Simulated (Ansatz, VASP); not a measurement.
# Two plane-wave programs on Al

File INCAR:

```
SYSTEM = Al
PREC = Accurate
ENCUT = 520
EDIFF = 1E-7
ISMEAR = 0
SIGMA = 0.15
LREAL = .FALSE.
LASPH = .TRUE.
NELM = 100
ALGO = Normal
ISIF = 2
LWAVE = .FALSE.
LCHARG = .FALSE.
NBANDS = 8
```

Contents of KPOINTS:

```
regular mesh
0
G
  22 22 22
  0 0 0
```

POSCAR

```
Al
1.0
   -1.4303926955      1.4303926955      1.9287415107
    1.4303926955     -1.4303926955      1.9287415107
    1.4303926955      1.4303926955     -1.9287415107
Al
1
Direct
    0.0000000000      0.0000000000      0.0000000000
```

Input for Ansatz:

```yaml
crystal:
  lattice:
    - [-1.4303926955, 1.4303926955, 1.9287415107]
    - [1.4303926955, -1.4303926955, 1.9287415107]
    - [1.4303926955, 1.4303926955, -1.9287415107]
  atoms:
    - { symbol: Al, position: [0.0, 0.0, 0.0] }
basis:
  ecutwfc: 420
kpoints:
  mp_grid: { grid: [22, 22, 22] }
hamiltonian:
  xc: lda
scf:
  occupations: { method: gaussian, width: 0.15 }
output:
  forces: true
  stress: true
  eigenvalues: true
```

Alike in both runs: task single point; functional LDA; k mesh 22 × 22 × 22; occupations gaussian, width 0.15 eV; no spin polarisation.

|  | VASP | Ansatz |
| --- | --- | --- |
| version | VASP 6.6.1 | Ansatz 0.2.0 |
| potentials or method | VASP PAW LDA potentials, release 64 (Al), cutoff 520 eV | scalar-relativistic, plane waves, PAW |
| valence electrons in the cell | 3 | 3 |

Ansatz gave:

- gap on the k mesh at the Fermi level (eV): none
- pressure (GPa): 0.3
- traceless stress, the component that is largest in VASP (GPa): 2.06

Problem. Which values does VASP return?

Solution. gap on the k mesh at the Fermi level (eV): none; pressure (GPa): 0.4; traceless stress, the component that is largest in VASP (GPa): 2.08.

LDA's correlation is that of Perdew and Zunger in VASP and of Perdew and Wang (1992) in Ansatz. A gap of «none» marks a metal or a gap that the smearing closes.
